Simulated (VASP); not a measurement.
The system is Bi2TePd2.

```xyz
5
Lattice="3.9545 0.0000 0.0000 -1.9773 3.4247 0.0000 -1.9773 1.1416 9.1818" Properties=species:S:1:pos:R:3 pbc="T T T"
Bi    0.0000    2.2831    1.7829
Bi    0.0000    2.2831    7.3989
Pd   -1.9773    3.4247    5.8286
Pd    1.9773    1.1416    3.3532
Te    0.0000    0.0000    0.0000
```

- Program: VASP 6.6.1
- Task: relaxation of cell and atoms
- Functional: PBE
- Potentials or basis: VASP PAW PBE potentials, release 64 (Bi_d, Pd, Te)
- Cutoff: 500 eV
- k mesh: 5 × 5 × 5
- Occupations: methfessel-paxton, width 0.0135 eV
- Spin: no spin polarisation

At the start: pressure 9.8 GPa; volume 24.87 Å³/atom.

How do energy, volume and symmetry change on relaxing?

Over 35 steps the energy falls by 469.2 meV/atom and the volume is 25.66 Å³/atom (+3.2 %); space group R-3m (No. 166, to 0.1 Å) before and after.

Step by step:
| step | energy change (eV) | largest force (eV/Å) | pressure (GPa) | volume (Å³) |
| --- | --- | --- | --- | --- |
| 1 | 0.0000 | 3.3416 | 9.81 | 124.35 |
| 2 | -0.8435 | 0.8763 | -4.98 | 153.80 |
| 3 | -0.9489 | 1.2977 | -2.43 | 145.21 |
| 4 | -1.1789 | 0.7272 | -1.22 | 140.28 |
| 5 | -1.2573 | 1.0994 | 0.73 | 135.57 |
| 6 | -1.3921 | 1.0881 | -0.11 | 135.26 |
| 7 | -1.7258 | 0.9534 | -1.93 | 134.30 |
| 8 | -1.8393 | 0.4983 | -0.20 | 132.40 |
| 9 | -1.9113 | 0.4611 | -2.21 | 133.36 |
| 10 | -1.9723 | 0.6398 | 3.21 | 124.06 |
| 11 | -1.9985 | 0.5501 | 1.07 | 127.11 |
| 12 | -2.1023 | 0.4558 | 1.12 | 126.71 |
| 13 | -2.0878 | 0.8549 | 2.49 | 124.45 |
| 14 | -2.1573 | 0.6704 | 1.62 | 125.56 |
| 15 | -2.1638 | 0.4193 | 1.34 | 126.17 |
| 16 | -2.1685 | 0.5436 | 1.45 | 125.91 |
| 17 | -2.2033 | 0.4145 | -2.42 | 132.02 |
| 18 | -2.2148 | 0.4098 | -1.25 | 129.92 |
| 19 | -2.2815 | 0.3139 | -0.43 | 128.09 |
| 20 | -2.2930 | 0.3226 | 0.88 | 125.73 |
| 21 | -2.2992 | 0.3670 | 0.27 | 126.77 |
| 22 | -2.2998 | 0.3591 | 0.42 | 126.52 |
| 23 | -2.3188 | 0.2658 | -0.18 | 127.82 |
| 24 | -2.3200 | 0.2945 | -0.37 | 128.28 |
| 25 | -2.3324 | 0.2193 | 0.67 | 126.98 |
| 26 | -2.3324 | 0.2171 | 0.70 | 126.94 |
| 27 | -2.3418 | 0.1198 | 0.05 | 128.24 |
| 28 | -2.3427 | 0.1089 | -0.22 | 128.80 |
| 29 | -2.3447 | 0.0809 | 0.02 | 128.36 |
| 30 | -2.3451 | 0.0631 | 0.18 | 128.09 |
| 31 | -2.3455 | 0.0182 | -0.13 | 128.51 |
| 32 | -2.3456 | 0.0135 | -0.06 | 128.41 |
| 33 | -2.3457 | 0.0122 | 0.00 | 128.27 |
| 34 | -2.3457 | 0.0115 | 0.03 | 128.19 |
| 35 | -2.3458 | 0.0074 | -0.03 | 128.28 |

Final structure:
```xyz
5
Lattice="4.3457 0.0005 0.0004 -2.1725 3.7637 -0.0004 -2.1725 1.2543 7.8422" Properties=species:S:1:pos:R:3 pbc="T T T"
Bi    0.0000    2.5095    2.1334
Bi    0.0008    2.5090    5.7088
Pd   -2.1722    3.7636    4.3891
Pd    2.1730    1.2549    3.4531
Te    0.0008    5.0185    7.8422
```

Caveat: the k points lie up to 0.34 Å⁻¹ apart in the final cell, too coarse for converged energies and pressures of a metal.
